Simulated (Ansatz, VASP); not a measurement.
One calculation of MgO2, two programs

File INCAR:

```
PREC = Accurate
ENCUT = 750
EDIFF = 1E-6
ISMEAR = 0
SIGMA = 0.02
LREAL = F
LASPH = T
NELM = 120
ALGO = Normal
ISIF = 2
LWAVE = F
LCHARG = F
GGA = PS
NBANDS = 18
GGA_COMPAT = F
```

File KPOINTS:

```
Automatic mesh
0
Gamma
  12 12 12
```

File POSCAR:

```
MgO2
1.0
    1.5838234691      0.9144209062      3.4573706184
   -1.5838234691      0.9144209062      3.4573706184
    0.0000000000     -1.8288418125      3.4573706184
Mg O
1 2
Direct
    0.0000000000      0.0000000000      0.0000000000
    0.4291433726      0.4291433726      0.4291433726
    0.5708566274      0.5708566274      0.5708566274
```

Input for Ansatz:

```yaml
crystal:
  lattice:
    - [1.5838234691, 0.9144209062, 3.4573706184]
    - [-1.5838234691, 0.9144209062, 3.4573706184]
    - [0.0, -1.8288418125, 3.4573706184]
  atoms:
    - { symbol: Mg, position: [0.0, 0.0, 0.0] }
    - { symbol: O, position: [0.4291433726, 0.4291433726, 0.4291433726] }
    - { symbol: O, position: [0.5708566274, 0.5708566274, 0.5708566274] }
basis:
  ecutwfc: 420
kpoints:
  mp_grid: { grid: [12, 12, 12] }
  band_path:
    path:
      - [[0.0, 0.0, 0.0], [0.5, 0.5, 0.5], [0.78669864, 0.21330136, 0.5]]
      - [[0.5, -0.21330136, 0.21330136], [0.5, 0.0, 0.0], [0.0, 0.0, 0.0], [0.35665068, -0.35665068, 0.0]]
      - [[0.64334932, 0.0, 0.35665068], [0.5, 0.0, 0.5], [0.0, 0.0, 0.0]]
    npoints: 14
hamiltonian:
  xc: pbesol
scf:
  occupations: { method: gaussian, width: 0.02 }
  n_extra_bands: 7
output:
  forces: true
  stress: true
  eigenvalues: true
  populations: true
  dos: { projected: true, de: 0.02, nscf_kmesh: { grid: [18, 18, 18] } }
  bader: true
  write_density: true
  write_potential: true
  elf: true
  volumetric_format: npy
```

Alike in both runs: task single point; functional PBEsol; k mesh 12 × 12 × 12; occupations gaussian, width 0.02 eV; no spin polarisation.

|  | VASP | Ansatz |
| --- | --- | --- |
| version | VASP 6.6.1 | Ansatz 0.2.0 |
| potentials or method | VASP PAW PBE potentials, release 64 (Mg_sv, O), cutoff 750 eV | scalar-relativistic, plane waves, PAW |
| valence electrons in the cell | 22 | 22 |

|  | VASP | Ansatz | Ansatz less VASP |
| --- | --- | --- | --- |
| gap on the k mesh at the Fermi level (eV) | 2.45 | 2.48 | +0.026 |
| least direct gap on the mesh (eV) | 2.45 | 2.48 | +0.026 |
| pressure (GPa) | 0.0 | 0.0 | +0.02 |
| traceless stress, the component that is largest in VASP (GPa) | 0.85 | 0.00 | -0.852 |
| rms of the force components (eV/Å) | 0.063 | 0.000 | -0.0632 |

VASP's potentials were made for PBE, not for PBEsol. Atom by atom the forces differ by 0.063 eV/Å (rms over components).
